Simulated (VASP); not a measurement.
Runs of VASP 6.6.1 on NaI. The structure is that of space group Pm-3m (No. 221), or close to it. The cells are those of the table. 

```tsv
level	cell	k mesh	smearing	grid for exact exchange (PRECFOCK)	share of exact exchange	screening parameter	gap on the mesh (eV)	pressure (GPa)
HSE06	a = 4.035 Å, angles 90.6°, 2 atoms	4 × 4 × 4	gaussian 0.01 eV	Normal	0.25	0.2079 1/Å	3.23	0.3
PBE	a = 4.035 Å, angles 90.6°, 2 atoms	6 × 6 × 6	fermi-dirac 0.02 eV	-	-	-	2.31	(a)
r2SCAN	a = 4.035 Å, angles 90.6°, 2 atoms	6 × 6 × 6	gaussian 0.01 eV	-	-	-	3.08	(c)
HSE06	a = 3.849, b = 4.041, c = 4.041 Å, 2 atoms	4 × 4 × 4	gaussian 0.01 eV	Normal	0.25	0.2079 1/Å	3.02	1.2
r2SCAN	a = 3.849, b = 4.041, c = 4.041 Å, 2 atoms	6 × 6 × 6	gaussian 0.01 eV	-	-	-	2.86	(b)
```

Alike in all rows: task single point; potentials or basis VASP PAW PBE potentials, release 64 (Na_pv, I); no spin polarisation; cutoff (eV) 520.

Problem. Estimate the missing entries.

Solution. (a) 0.4; (b) 0.9; (c) 0.0.

Caveats: the structure was generated, so it needn't be the stable form of NaI; spin-orbit coupling is left out, which moves the levels of the heavy elements; the PAW data sets were made with another functional, which shifts forces and pressure a little (at least some runs).

A k mesh can miss the band edges, and the runs leave out spin-orbit coupling on I.
